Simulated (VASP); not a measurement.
Wanted: the native input for a VASP 6.6.1 run.

```
Task                   : single point
Functional             : PBE
Potentials or basis    : VASP PAW PBE potentials, release 64 (Si, Ru_pv)
Cutoff                 : 500 eV
k mesh                 : 6 × 6 × 6
Occupations            : gaussian, width 0.1 eV
Spin                   : collinear spin, ferromagnetic start
Starting moments       : [0.0, 0.0, 0.0, 0.0, 1.0] μB
Dipole correction      : no
Further INCAR settings : ALGO = Normal; EDIFF = 1e-06; NBANDS = 27
```

The structure of Si4Ru lies in POSCAR:

```
Si4Ru
1.0
    0.0000000000      2.7261440098      5.3422745013
    2.6925602801      0.0000000000      5.3422745013
    2.6925602801      2.7261440098      0.0000000000
Si Ru
4 1
Direct
    0.3601496741      0.3601496741      0.1398503259
    0.1398503259      0.1398503259      0.3601496741
    0.6398503259      0.6398503259      0.8601496741
    0.8601496741      0.8601496741      0.6398503259
    0.0000000000      0.0000000000      0.0000000000
```

One way to write it, as run:

INCAR

```
SYSTEM = Si4Ru
PREC     = Accurate       ! precision mode
ENCUT    = 500            ! plane-wave cutoff, eV
EDIFF    = 1E-6           ! SCF threshold, eV
ISMEAR   = 0              ! smearing method
SIGMA    = 0.1            ! smearing width, eV
LREAL    = .False.        ! projectors in reciprocal space
LASPH    = .True.         ! aspherical terms in the spheres
NELM     = 200            ! most SCF steps
ALGO     = Normal         ! electronic algorithm
ISIF     = 2              ! what is computed and relaxed
LWAVE    = .False.        ! write WAVECAR
LCHARG   = .False.        ! write CHGCAR
ISPIN    = 2              ! spin polarisation
MAGMOM   = 0 0 0 0 1      ! initial moments
LORBIT   = 11             ! projections on sites
LMAXMIX  = 4              ! l up to which the mixer works
GGA      = PE             ! functional
NBANDS   = 27             ! bands
GGA_COMPAT= .False.
```

KPOINTS

```
regular mesh
0
Gamma
  6 6 6
  0 0 0
```

Potentials or basis: VASP PAW PBE potentials, release 64 (Si, Ru_pv).

Command:

```console
$ cat potpaw_PBE.64/Si/POTCAR potpaw_PBE.64/Ru_pv/POTCAR > POTCAR
$ mpirun -np 1 vasp_std > vasp.out
```

Results of the run:

| Item | Value |
| --- | --- |
| Pressure | 0.2 GPa |
| Largest force | 0.078 eV/Å |
| Band gap on the k mesh | zero (filled and empty bands overlap) |
| Net moment | 0.00 μB per cell |
| Valence electrons inside the program's atomic spheres | Si 1.59; Ru 13.05 |

It took 7 min on 1 thread of Oxide Virtual Turin-like Processor, with other jobs on the host, peak memory 0.33 GiB.
